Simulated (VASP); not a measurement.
Input of a VASP 6.6.1 run:

Contents of INCAR:

```
  PREC = Accurate
  ENCUT = 520
  EDIFF = 1E-6
  ISMEAR = -1
  SIGMA = 0.05
  LREAL = False
  LASPH = True
  NELM = 150
  ALGO = Normal
  ISIF = 2
  LWAVE = False
  LCHARG = True
  ISPIN = 2
  MAGMOM = 3
  LORBIT = 11
  LMAXMIX = 4
  GGA = CA
  LELF = True
  LVHAR = True
  NBANDS = 14
```

File KPOINTS:

```
regular mesh
0
Gamma
  13 13 13
```

File POSCAR:

```
Fe
1.0
    0.0000000000      1.9798226863      2.0036464209
    1.5278283418      0.0000000000      2.0036464209
    1.5278283418      1.9798226863      0.0000000000
Fe
1
Direct
    0.0000000000      0.0000000000      0.0000000000
```

Potentials or basis: VASP PAW LDA potentials, release 64 (Fe).

The run is started by

```bash
$ cat potpaw_LDA.64/Fe/POTCAR > POTCAR
$ mpirun -np 1 vasp_std > vasp.out
```

**Question.** What does it give for the pressure?

**Answer.** -26.5 GPa.

**Question.** Estimate the site moments.

**Answer.** Fe +2.21 μB.

**Question.** Predict the net moment.

**Answer.** 2.23 μB per cell.

Stress tensor (GPa, compression positive):
```
-30.56   0.00   0.00
  0.00 -23.78   0.00
  0.00   0.00 -25.10
```
